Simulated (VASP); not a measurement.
# Si2Ni (P1) in VASP: relaxation of cell and atoms with PBE

Aim: the relaxation of cell and atoms of Si2Ni with PBE.

All numbers are computed with VASP 6.6.1; they aren't measurements. Logs are shortened: lines on timing, memory, paths and dates and some standing lists are left out, and cuts for length are marked.

### 1 The cell of the first run

The typed cell holds 3 atoms: a = 3.890 Å, b = 3.756 Å, c = 3.671 Å, α = 67.96°, β = 63.86°, γ = 61.98°.

### 2 Relaxation of cell and atoms, PBE

File INCAR:

```
PREC = Accurate
ENCUT = 600
EDIFF = 1E-7
ISMEAR = 0
SIGMA = 0.15
LREAL = F
LASPH = T
NELM = 100
ALGO = Normal
ISIF = 3
LWAVE = F
LCHARG = F
GGA = PE
IBRION = 2
NSW = 100
EDIFFG = -0.01
```

File KPOINTS:

```
regular mesh
0
Gamma
  10 10 10
```

File POSCAR:

```
Si2Ni
1.0
   -0.1856602006      2.6966396963      2.7974956349
    2.4933280387     -0.1902201748      2.8020556091
    2.4864998761      2.6943715080     -0.1833920122
Si Ni
2 1
Direct
    0.2487405356      0.2544404918      0.2544024394
    0.7600279129      0.7486233526      0.7411749715
   -0.0087684485     -0.0030638444      0.0044225891
```

Potentials or basis: VASP PAW PBE potentials, release 64 (Si, Ni).

Started as:

```bash
$ cat potpaw_PBE.64/Si/POTCAR potpaw_PBE.64/Ni/POTCAR > POTCAR
$ mpirun -np 1 vasp_std > vasp.out
```

OUTCAR:

```text
PREC = Accurate
   ENCUT = 600
   EDIFF = 1E-7
   ISMEAR = 0
   LREAL = F
   LASPH = T
   NELM = 100
   ISIF = 3
   GGA = PE
   IBRION = 2
   NSW = 100
   EDIFFG = -0.01

 ion  position               nearest neighbor table
   1  0.249  0.254  0.254-   3 2.27   3 2.41   3 2.43   3 2.45   2 2.54   2 2.64   2 2.79   2 2.80
                             2 2.88   2 2.91
   2  0.760  0.749  0.741-   3 2.20   3 2.40   3 2.46   3 2.50   1 2.54   1 2.64   1 2.79   1 2.80
                             1 2.88   1 2.91
   3  0.991  0.997  0.004-   2 2.20   1 2.27   2 2.40   1 2.41   1 2.43   1 2.45   2 2.46   2 2.50

  Warning from LATTYP: Got some problem with cell dimensions!
  Tried to take original basis but could not verify dimensions!
  LATTYP: Found a triclinic cell.
 ALAT       =     6.6235835131
 B/A-ratio  =     0.6043957372
 C/A-ratio  =     0.8436085442
 COS(alpha) =     0.0014861912
 COS(beta)  =     0.3952103621
 COS(gamma) =     0.8753602498

  Lattice vectors:

 A1 = (   5.1586599528,   2.6921033197,  -3.1642796593)
 A2 = (   2.6721600767,  -0.0022681883,  -2.9808876471)
 A3 = (  -0.1924883632,   5.5812313791,  -0.1879519864)

Analysis of symmetry for initial positions (statically):
=====================================================================
 Subroutine PRICEL returns:
 Original cell was already a primitive cell.

 Routine SETGRP: Setting up the symmetry group for a
 triclinic supercell.

 Subroutine GETGRP returns: Found  1 space group operations
 (whereof  1 operations were pure point group operations)
 out of a pool of  2 trial point group operations.

The static configuration has the point symmetry C_1 .

Analysis of symmetry for dynamics (positions and initial velocities):
=====================================================================
 Subroutine PRICEL returns:
 Original cell was already a primitive cell.

 Routine SETGRP: Setting up the symmetry group for a
 triclinic supercell.

 Subroutine GETGRP returns: Found  1 space group operations
 (whereof  1 operations were pure point group operations)
 out of a pool of  2 trial point group operations.

The dynamic configuration has the point symmetry C_1 .

 Subroutine INISYM returns: Found  1 space group operations
 (whereof  1 operations are pure point group operations),
 and found     1 'primitive' translations

----------------------------------------------------------------------------------------

                                     Primitive cell

  volume of cell :      41.5332

  direct lattice vectors                    reciprocal lattice vectors
    -0.185660201  2.696639696  2.797495635    -0.180936999  0.178762195  0.173136988
[... 119 lines left out ...]
 conjugate gradient relaxation of ions
 non-spin polarized calculation
 Gauss-broadening in eV      SIGMA  =   0.15
  energy-cutoff  :      600.00
  volume of cell :       41.53
 maximum number of plane-waves:      1408
   NGX = 15   NGY = 15   NGZ = 15

--------------------------------------- Ionic step        1  -------------------------------------------

 number of electron      17.9999997 magnetization

 Free energy of the ion-electron system (eV)
  ---------------------------------------------------
  ext. energy  EPLUGINS =         0.00000000
  ---------------------------------------------------
  free energy    TOTEN  =       -17.09968075 eV

  energy without entropy =      -17.08901044  energy(sigma->0) =      -17.09434560

------------------------ aborting loop because EDIFF is reached ----------------------------------------

  FORCE on cell =-STRESS in cart. coord.  units (eV):
  Direction    XX          YY          ZZ          XY          YZ          ZX
  --------------------------------------------------------------------------------------
  -------------------------------------------------------------------------------------
  Total        0.5910731     -0.6038102     -1.1892077      2.5047986      1.5493261      2.1840251
  in kB       22.8011269    -23.2924706    -45.8746563     96.6246491     59.7665164     84.2505471
  external PRESSURE =     -15.4553333 kB  Pullay stress =       0.0000000 kB
[... 61 lines left out ...]
--------------------------------------- Ionic step        3  -------------------------------------------

 number of electron      18.0000001 magnetization

 E-fermi :   9.8841     XC(G=0): -11.4475

 val. band max:        9.8687062376   @ k =  -0.2000   0.4000   0.3000
 cond. band min:       9.8849813919   @ k =   0.2000  -0.1000   0.1000
 fundamental gap:      0.0162751543
 Fermi energy:         9.8841313013

 k-point     1 :       0.0000    0.0000    0.0000
  band No.  band energies     occupation
      1      -3.5951      2.00000
      2       4.8175      2.00000
      3       5.0296      2.00000
      4       5.1835      2.00000
      5       6.5482      2.00000
      6       6.7557      2.00000
      7       9.4722      1.99990
      8      10.9897      0.00000
      9      11.5843      0.00000
     10      11.7612      0.00000
     11      12.1650      0.00000
     12      12.3693      0.00000
     13      12.9394      0.00000
[... 398 lines left out ...]
  FREE ENERGIE OF THE ION-ELECTRON SYSTEM (eV)
  ---------------------------------------------------
  free  energy   TOTEN  =       -17.3237894690 eV

  energy  without entropy=      -17.3141471926  energy(sigma->0) =      -17.31896833

[... ionic steps 4 to 12 ...]

--------------------------------------- Ionic step       13  -------------------------------------------

 number of electron      17.9999998 magnetization

------------------------ aborting loop because EDIFF is reached ----------------------------------------
[... 69 lines left out ...]
--------------------------------------- Ionic step       15  -------------------------------------------

 number of electron      17.9999998 magnetization

 Free energy of the ion-electron system (eV)
  ---------------------------------------------------
  ext. energy  EPLUGINS =         0.00000000
  ---------------------------------------------------
  free energy    TOTEN  =       -17.37488158 eV

  energy without entropy =      -17.36377858  energy(sigma->0) =      -17.36933008

 E-fermi :  10.0953     XC(G=0): -11.4909

 val. band max:       10.0650271580   @ k =   0.2000  -0.1000   0.2000
 cond. band min:      10.1010884492   @ k =   0.2000   0.1000   0.2000
 fundamental gap:      0.0360612912
 Fermi energy:        10.0952722071

 k-point     1 :       0.0000    0.0000    0.0000
  band No.  band energies     occupation
      1      -3.5076      2.00000
      2       5.0714      2.00000
      3       5.0753      2.00000
      4       5.0761      2.00000
      5       6.7392      2.00000
      6       6.7428      2.00000
      7       9.6842      1.99989
      8      11.8023      0.00000
      9      11.8168      0.00000
     10      11.8196      0.00000
     11      12.4586      0.00000
     12      12.4617      0.00000
     13      12.4744      0.00000
[... 398 lines left out ...]
  FREE ENERGIE OF THE ION-ELECTRON SYSTEM (eV)
  ---------------------------------------------------
  free  energy   TOTEN  =       -17.3748815839 eV

  energy  without entropy=      -17.3637785764  energy(sigma->0) =      -17.36933008

 reached required accuracy - stopping structural energy minimisation
```

OSZICAR:

```text
N       E                     dE             d eps       ncg     rms          rms(c)
DAV:   1     0.766606399453E+02    0.76661E+02   -0.87034E+03 13128   0.157E+03
DAV:   2    -0.143028869512E+02   -0.90964E+02   -0.85643E+02 13424   0.266E+02
DAV:   3    -0.189806456608E+02   -0.46778E+01   -0.45294E+01 16909   0.665E+01
DAV:   4    -0.190809393548E+02   -0.10029E+00   -0.99976E-01 15413   0.893E+00
[... 144 lines left out ...]
DAV:   2    -0.173750365103E+02   -0.96216E-04   -0.10431E-03 16425   0.843E-01    0.110E-01
DAV:   3    -0.173748862453E+02    0.15027E-03   -0.50072E-04 16167   0.604E-01    0.198E-02
DAV:   4    -0.173748817735E+02    0.44718E-05   -0.18807E-05 18032   0.525E-02    0.427E-03
DAV:   5    -0.173748816028E+02    0.17073E-06   -0.10099E-06 17750   0.199E-02    0.161E-03
DAV:   6    -0.173748815839E+02    0.18934E-07   -0.76279E-08  9717   0.368E-03
  15 F= -.17374882E+02 E0= -.17369330E+02  d E =-.651058E-04
```

Run time: 16 min. Hardware: 1 thread of Intel Xeon 6975P-C (Granite Rapids), shared host; peak memory 0.5 GiB.

Results:

```yaml
Free_energy: -17.3749 eV
Relaxed_volume: 13.44 Å³/atom
Relaxed_cell: a = 3.851 Å, b = 3.848 Å, c = 3.848 Å, α = 60.05°, β = 59.99°, γ = 60.00°
Space_group_after_relaxing_to_0.1_Å: Fm-3m (No. 225)
Energy_gained_by_relaxing: 91.7 meV/atom
Ionic_steps: 15
Pressure_after_relaxing: 0.0 GPa
Largest_force_after_relaxing: 0.009 eV/Å
Band_gap_on_the_k_mesh: zero (bands 9 and 10 overlap by 2.15 eV)
```

Forces in eV/Å, atoms in the order of the input:
```
Si   0.001  0.005  0.007
Si  -0.001 -0.002  0.000
Ni   0.000 -0.003 -0.007
```

The path:
| step | energy change (eV) | largest force (eV/Å) | pressure (GPa) | volume (Å³) |
| --- | --- | --- | --- | --- |
| 1 | 0.0000 | 1.0871 | -1.55 | 41.53 |
| 2 | -0.2177 | 0.5993 | -0.48 | 40.59 |
| 3 | -0.2241 | 0.4600 | -1.20 | 40.75 |
| 4 | -0.2509 | 0.2558 | 0.96 | 40.11 |
| 5 | -0.2556 | 0.2112 | 2.54 | 39.70 |
| 6 | -0.2713 | 0.1349 | 0.08 | 40.34 |
| 7 | -0.2718 | 0.1514 | -0.47 | 40.49 |
| 8 | -0.2743 | 0.0750 | -0.14 | 40.39 |
| 9 | -0.2746 | 0.0496 | 0.06 | 40.34 |
| 10 | -0.2750 | 0.0076 | 0.01 | 40.34 |
| 11 | -0.2750 | 0.0173 | 0.03 | 40.34 |
| 12 | -0.2751 | 0.0138 | -0.03 | 40.36 |
| 13 | -0.2751 | 0.0179 | -0.09 | 40.38 |
| 14 | -0.2752 | 0.0105 | -0.02 | 40.35 |
| 15 | -0.2752 | 0.0086 | 0.04 | 40.33 |

Final structure:
```
Si Ni
1.0
     0.00492    2.72356    2.72210
     2.72221   -0.00243    2.71948
     2.72196    2.72061   -0.00396
Si Ni
2 1
Cartesian
  1.3623 1.3602 1.3589
  4.0868 4.0813 4.0782
  2.7220 2.7208 -0.0034
```

Levels at points of the mesh, in eV from the Fermi level:
```
           k point  band 7  band 8  band 9  band 10  band 11  band 12
(0.00, 0.00, 0.00)   -0.41    1.71    1.72     1.72     2.36     2.37
(0.50, 0.00, 0.00)   -3.18   -1.34   -1.33     1.81     1.84     1.84
(0.00, 0.50, 0.00)   -3.18   -1.34   -1.34     1.81     1.84     1.84
(0.50, 0.50, 0.00)   -3.45   -3.28   -2.97    -0.40     1.51     7.79
(0.00, 0.00, 0.50)   -3.18   -1.34   -1.34     1.81     1.84     1.84
(0.50, 0.00, 0.50)   -3.45   -3.28   -2.97    -0.40     1.51     7.79
(0.00, 0.50, 0.50)   -3.45   -3.28   -2.97    -0.41     1.50     7.80
(0.50, 0.50, 0.50)   -3.18   -1.35   -1.34     1.81     1.84     1.84
```
